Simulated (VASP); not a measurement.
# SiAs3 (R-3m) in VASP: a series of runs

SiAs3 is run at these levels: PBE; tasks: single point.

Everything below comes from runs of VASP 6.6.1. Logs are shortened: lines on timing, memory, paths and dates and some standing lists are left out, and cuts for length are marked.

## Step 1: The cell of the first run

Symmetry: R-3m, No. 166, trigonal system. Conventional cell: a = 7.426 Å, b = 7.426 Å, c = 10.581 Å, α = 90.00°, β = 90.00°, γ = 120.00°. Within 3.3 Å of Si (site symmetry 3m) lie 6 As at 2.50 to 3.10 Å. As (site symmetry m) has 4 As at 2.49 to 3.13 Å and 2 Si at 2.50 to 3.10 Å within 3.3 Å.

## Step 2: Single point, PBE

INCAR reads:

```
  PREC = Accurate
  ENCUT = 520
  EDIFF = 1E-6
  ISMEAR = 0
  SIGMA = 0.1
  LREAL = False
  LASPH = True
  NELM = 60
  ALGO = Normal
  ISIF = 2
  LWAVE = False
  LCHARG = True
  GGA = PE
  LELF = True
  LVHAR = True
  NBANDS = 29
```

KPOINTS reads:

```
regular mesh
0
Gamma
  6 6 6
```

POSCAR reads:

```
SiAs3
1.0
    3.7132171286      2.1438269087      3.5270423270
   -3.7132171286      2.1438269087      3.5270423270
    0.0000000000     -4.2876538175      3.5270423270
Si As
2 6
Direct
    0.2701397600      0.2701397600      0.2701397600
    0.7298602400      0.7298602400      0.7298602400
    0.7738333394      0.2758794638      0.7738333394
    0.7738333394      0.7738333394      0.2758794638
    0.2758794638      0.7738333394      0.7738333394
    0.2261666606      0.7241205362      0.2261666606
    0.7241205362      0.2261666606      0.2261666606
    0.2261666606      0.2261666606      0.7241205362
```

Potentials or basis: VASP PAW PBE potentials, release 64 (Si, As).

Run with:

```sh
> cat potpaw_PBE.64/Si/POTCAR potpaw_PBE.64/As/POTCAR > POTCAR
> mpirun -np 1 vasp_std > vasp.out
```

OUTCAR:

```text
PREC = Accurate
   ENCUT = 520
   EDIFF = 1E-6
   ISMEAR = 0
   LREAL = False
   LASPH = True
   NELM = 60
   ISIF = 2
   GGA = PE

 ion  position               nearest neighbor table
   1  0.270  0.270  0.270-   6 2.50   7 2.50   8 2.50
   2  0.730  0.730  0.730-   3 2.50   5 2.50   4 2.50
   3  0.774  0.276  0.774-   8 2.49   7 2.49   2 2.50
   4  0.774  0.774  0.276-   6 2.49   7 2.49   2 2.50
   5  0.276  0.774  0.774-   8 2.49   6 2.49   2 2.50
   6  0.226  0.724  0.226-   4 2.49   5 2.49   1 2.50
   7  0.724  0.226  0.226-   4 2.49   3 2.49   1 2.50
   8  0.226  0.226  0.724-   3 2.49   5 2.49   1 2.50

  LATTYP: Found a trigonal (rhomboedric) cell.
 ALAT       =     5.5519368544
 COS(alpha) =     0.1053737233

  Lattice vectors:

 A1 = (   3.7132171286,   2.1438269087,   3.5270423270)
 A2 = (  -3.7132171286,   2.1438269087,   3.5270423270)
 A3 = (   0.0000000000,  -4.2876538175,   3.5270423270)

Analysis of symmetry for initial positions (statically):
=====================================================================
 Subroutine PRICEL returns:
 Original cell was already a primitive cell.

 Routine SETGRP: Setting up the symmetry group for a
 trigonal (rhombohedral) supercell.

 Subroutine GETGRP returns: Found 12 space group operations
 (whereof 12 operations were pure point group operations)
 out of a pool of 12 trial point group operations.

The static configuration has the point symmetry D_3d.

Analysis of symmetry for dynamics (positions and initial velocities):
=====================================================================
 Subroutine PRICEL returns:
 Original cell was already a primitive cell.

 Routine SETGRP: Setting up the symmetry group for a
 trigonal (rhombohedral) supercell.

 Subroutine GETGRP returns: Found 12 space group operations
 (whereof 12 operations were pure point group operations)
 out of a pool of 12 trial point group operations.

The dynamic configuration has the point symmetry D_3d.

 Subroutine INISYM returns: Found 12 space group operations
 (whereof 12 operations are pure point group operations),
 and found     1 'primitive' translations

----------------------------------------------------------------------------------------

                                     Primitive cell

  volume of cell :     168.4620

  direct lattice vectors                    reciprocal lattice vectors
     3.713217129  2.143826909  3.527042327     0.134654124  0.077742595  0.094507891
    -3.713217129  2.143826909  3.527042327    -0.134654124  0.077742595  0.094507891
     0.000000000 -4.287653817  3.527042327     0.000000000 -0.155485190  0.094507891

  length of vectors
     5.551936854  5.551936854  5.551936854     0.181954351  0.181954351  0.181954351

  position of ions in fractional coordinates (direct lattice)
     0.270139760  0.270139760  0.270139760
     0.729860240  0.729860240  0.729860240
     0.773833339  0.275879464  0.773833339
     0.773833339  0.773833339  0.275879464
     0.275879464  0.773833339  0.773833339
     0.226166661  0.724120536  0.226166661
     0.724120536  0.226166661  0.226166661
     0.226166661  0.226166661  0.724120536

  ion indices of the primitive-cell ions
   primitive index   ion index
                 1           1
                 2           2
                 3           3
                 4           4
                 5           5
                 6           6
                 7           7
                 8           8

----------------------------------------------------------------------------------------

 KPOINTS: regular mesh

Automatic generation of k-mesh.
 Grid dimensions read from file:
 generate k-points for:    6    6    6

 Generating k-lattice:

  Cartesian coordinates                     Fractional coordinates (reciprocal lattice)
     0.022442354  0.012957099  0.015751315     0.166666667  0.000000000  0.000000000
    -0.022442354  0.012957099  0.015751315     0.000000000  0.166666667  0.000000000
     0.000000000 -0.025914198  0.015751315     0.000000000  0.000000000  0.166666667

  Length of vectors
     0.030325725  0.030325725  0.030325725

  Shift w.r.t. Gamma in fractional coordinates (k-lattice)
     0.000000000  0.000000000  0.000000000

 Subroutine IBZKPT returns following result:
 ===========================================

 Found     32 irreducible k-points:

 Following reciprocal coordinates:
            Coordinates               Weight
  0.000000  0.000000  0.000000      1.000000
  0.166667  0.000000 -0.000000      6.000000
  0.333333  0.000000  0.000000      6.000000
  0.500000  0.000000  0.000000      3.000000
  0.166667  0.166667  0.000000      6.000000
  0.333333  0.166667  0.000000     12.000000
[... 16 lines left out ...]
  0.500000  0.500000  0.166667      6.000000
 -0.333333  0.500000  0.166667     12.000000
 [... further k-points ...]
   k-points           NKPTS =     32   k-points in BZ     NKDIM =     32   number of bands    NBANDS=     29
   number of dos      NEDOS =    301   number of ions     NIONS =      8
   total plane-waves  NPLWV =  74088
   dimension x,y,z NGX =    42 NGY =   42 NGZ =   42
   dimension x,y,z NGXF=    84 NGYF=   84 NGZF=   84
   ions per type =               2   6
   NGX,Y,Z   is equivalent  to a cutoff of  12.58, 12.58, 12.58 a.u.
   NGXF,Y,Z  is equivalent  to a cutoff of  25.15, 25.15, 25.15 a.u.
 SYSTEM =  unknown system
   PREC   = accura    normal or accurate (medium, high low for compatibility)
   ISTART =      0    job   : 0-new  1-cont  2-samecut
   ICHARG =      2    charge: 1-file 2-atom 10-const
   ISPIN  =      1    spin polarized calculation?
   LNONCOLLINEAR =      F non collinear calculations
   LSORBIT =      F    spin-orbit coupling
   LASPH  =      T    aspherical Exc in radial PAW
   ENCUT  =  520.0 eV  38.22 Ry    6.18 a.u.  10.32 10.32 10.32*2*pi/ulx,y,z
   NELM   =     60;   NELMIN=  2; NELMDL= -5     # of ELM steps
   EDIFF  = 0.1E-05   stopping-criterion for ELM
   LREAL  =      F    real-space projection
   EDIFFG = 0.1E-04   stopping-criterion for IOM
   NSW    =      0    number of steps for IOM
   IBRION =     -1    ionic relax: 0-MD 1-quasi-New 2-CG
   NFREE  =      0    steps in history (QN), initial steepest desc. (CG)
   ISIF   =      2    stress and relaxation
   ISYM   =      2    0-nonsym 1-usesym 2-fastsym
   POTIM  = 0.5000    time-step for ionic-motion
   TEBEG  =    0.0;   TEEND  =   0.0 temperature during run
   PSTRESS=    0.0 pullay stress
   NELECT =      38.0000    total number of electrons
   NUPDOWN=      -1.0000    fix difference up-down
   EMIN   =  10.00;   EMAX   =-10.00  energy-range for DOS
   EFERMI =   0.00;   METHOD = LEGACY
   ISMEAR =     0;   SIGMA  =   0.10  broadening in eV -4-tet -1-fermi 0-gaus
   EFERMI_NEDOS =   21; number of points for ismear=-14 and -15
   IALGO  =     38    algorithm
   IMIX   =      4    mixing-type and parameters
     AMIX     =   0.40;   BMIX     =  1.00
     AMIX_MAG =   1.60;   BMIX_MAG =  1.00
  volume/ion in A,a.u.               =      21.06       142.10
  Fermi-wavevector in a.u.,A,eV,Ry     =   0.996557  1.883219 13.512291  0.993125
  Thomas-Fermi vector in A             =   2.128653
   LORBIT       =      0    0 simple, 1 ext, 2 COOP (PROOUT), +10 PAW based schemes
   GGA     = PE    functional components
   LHFCALC =     F    Hartree Fock is set to
   AEXX    =    0.0000 exact exchange contribution
   IVDW    =     0    specifies the selected vdW correction
   LEPSILON=     F    determine dielectric tensor
   LRPA    =     F    only Hartree local field effects (RPA)
 non-spin polarized calculation
 Gauss-broadening in eV      SIGMA  =   0.10
  energy-cutoff  :      520.00
  volume of cell :      168.46
 maximum number of plane-waves:      4555
 NGX is ok and might be reduce to    42
   NGX = 21   NGY = 21   NGZ = 21

 number of electron      37.9999993 magnetization

 Free energy of the ion-electron system (eV)
  ---------------------------------------------------
  ext. energy  EPLUGINS =         0.00000000
  ---------------------------------------------------
  free energy    TOTEN  =       -38.14426417 eV

  energy without entropy =      -38.13416234  energy(sigma->0) =      -38.13921325

 E-fermi :   5.3882     XC(G=0):  -9.9250

 val. band max:        5.3751182617   @ k =  -0.1667   0.3333   0.1667
 cond. band min:       5.4586879738   @ k =  -0.3333   0.3333   0.0000
 fundamental gap:      0.0835697122
 Fermi energy:         5.3882422522

 k-point     1 :       0.0000    0.0000    0.0000
  band No.  band energies     occupation
      1      -8.9266      2.00000
      2      -6.5720      2.00000
      3      -6.5720      2.00000
      4      -4.4131      2.00000
      5      -3.8840      2.00000
      6      -3.8840      2.00000
[... 21 lines left out ...]
     28      12.0312      0.00000
     29      12.0312      0.00000

 k-point     2 :       0.1667    0.0000   -0.0000
  band No.  band energies     occupation
      1      -8.8183      2.00000
      2      -6.7862      2.00000
      3      -6.5047      2.00000
      4      -4.6896      2.00000
      5      -4.0416      2.00000
      6      -3.5464      2.00000
[... 21 lines left out ...]
     28      11.2736      0.00000
     29      11.5983      0.00000

 k-point     3 :       0.3333    0.0000    0.0000
  band No.  band energies     occupation
      1      -8.5062      2.00000
      2      -7.3216      2.00000
      3      -6.3448      2.00000
      4      -4.8438      2.00000
      5      -4.3781      2.00000
      6      -3.3104      2.00000
[... 21 lines left out ...]
     28       9.9013      0.00000
     29      10.6727      0.00000

 k-point     4 :       0.5000    0.0000    0.0000
  band No.  band energies     occupation
      1      -8.1497      2.00000
      2      -7.7876      2.00000
      3      -6.2452      2.00000
      4      -4.8583      2.00000
      5      -4.5630      2.00000
      6      -3.2753      2.00000
[... 21 lines left out ...]
     28      10.5000      0.00000
     29      11.1705      0.00000

 k-point     5 :       0.1667    0.1667    0.0000
  band No.  band energies     occupation
      1      -8.7423      2.00000
      2      -6.7214      2.00000
      3      -6.5904      2.00000
      4      -4.8796      2.00000
      5      -3.9101      2.00000
      6      -3.7896      2.00000
[... 21 lines left out ...]
     28      10.6996      0.00000
     29      10.9228      0.00000
[... 510 lines left out ...]
     28       9.4651      0.00000
     29       9.8456      0.00000

 k-point    22 :      -0.1667    0.3333    0.1667
  band No.  band energies     occupation
      1      -8.2732      2.00000
      2      -7.1665      2.00000
      3      -6.7220      2.00000
      4      -5.2344      2.00000
      5      -4.3333      2.00000
      6      -3.3845      2.00000
[... 21 lines left out ...]
     28       9.9441      0.00000
     29      10.2926      0.00000

 k-point    23 :       0.5000    0.5000    0.1667
  band No.  band energies     occupation
      1      -7.7353      2.00000
      2      -6.9973      2.00000
      3      -6.9257      2.00000
      4      -5.9381      2.00000
      5      -4.3622      2.00000
      6      -3.8537      2.00000
[... 21 lines left out ...]
     28       8.2067      0.00000
     29       9.4695      0.00000

 k-point    24 :      -0.3333    0.5000    0.1667
  band No.  band energies     occupation
      1      -7.7439      2.00000
      2      -7.2349      2.00000
      3      -6.9715      2.00000
      4      -5.6076      2.00000
      5      -4.5016      2.00000
      6      -3.6202      2.00000
[... 21 lines left out ...]
     28       9.4166      0.00000
     29       9.5092      0.00000

 [... further k-points ...]
[... 5 lines left out ...]
  --------------------------------------------------------------------------------------
  -------------------------------------------------------------------------------------
  Total        0.2553738      0.2553738      0.1801348      0.0000000     -0.0000000      0.0000000
  in kB        2.4287621      2.4287621      1.7131923      0.0000000     -0.0000000      0.0000000
  external PRESSURE =       2.1902388 kB  Pullay stress =       0.0000000 kB

 VOLUME and BASIS-vectors are now :
 -----------------------------------------------------------------------------
  energy-cutoff  :      520.00
  volume of cell :      168.46
      direct lattice vectors                 reciprocal lattice vectors
     3.713217129  2.143826909  3.527042327     0.134654124  0.077742595  0.094507891
    -3.713217129  2.143826909  3.527042327    -0.134654124  0.077742595  0.094507891
     0.000000000 -4.287653817  3.527042327     0.000000000 -0.155485190  0.094507891

 POSITION                                       TOTAL-FORCE (eV/Angst)
 -----------------------------------------------------------------------------------
      0.00000     -0.00000      2.85838        -0.000000      0.000000     -0.021221
      0.00000     -0.00000      7.72274        -0.000000     -0.000000      0.021221
      1.84901     -1.06753      6.43172        -0.017303      0.009990     -0.044271
      0.00000      2.13505      6.43172        -0.000000     -0.019979     -0.044271
     -1.84901     -1.06753      6.43172         0.017303      0.009990     -0.044271
     -1.84901      1.06753      4.14940         0.017303     -0.009990      0.044271
      1.84901      1.06753      4.14940        -0.017303     -0.009990      0.044271
      0.00000     -2.13505      4.14940        -0.000000      0.019979      0.044271
 -----------------------------------------------------------------------------------
    total drift:                               -0.000000     -0.000000      0.000000

  FREE ENERGIE OF THE ION-ELECTRON SYSTEM (eV)
  ---------------------------------------------------
  free  energy   TOTEN  =       -38.1442641670 eV

  energy  without entropy=      -38.1341623390  energy(sigma->0) =      -38.13921325
```

Run time: 2.2 min. Hardware: 1 thread of AMD EPYC 7R13 (Zen 3), shared host; peak memory 0.29 GiB.

Results:

- Free energy: -38.1443 eV
- Pressure: 0.2 GPa
- Largest force: 0.049 eV/Å
- Band gap on the k mesh: zero (band 19 reaches 5.87 eV, above the bottom of band 20 at 4.26 eV)

Forces on the atoms (eV/Å):
```
Si   0.000  0.000 -0.021
Si   0.000  0.000  0.021
As  -0.017  0.010 -0.044
As   0.000 -0.020 -0.044
As   0.017  0.010 -0.044
As   0.017 -0.010  0.044
As  -0.017 -0.010  0.044
As   0.000  0.020  0.044
```

[end of part 1 of 2]
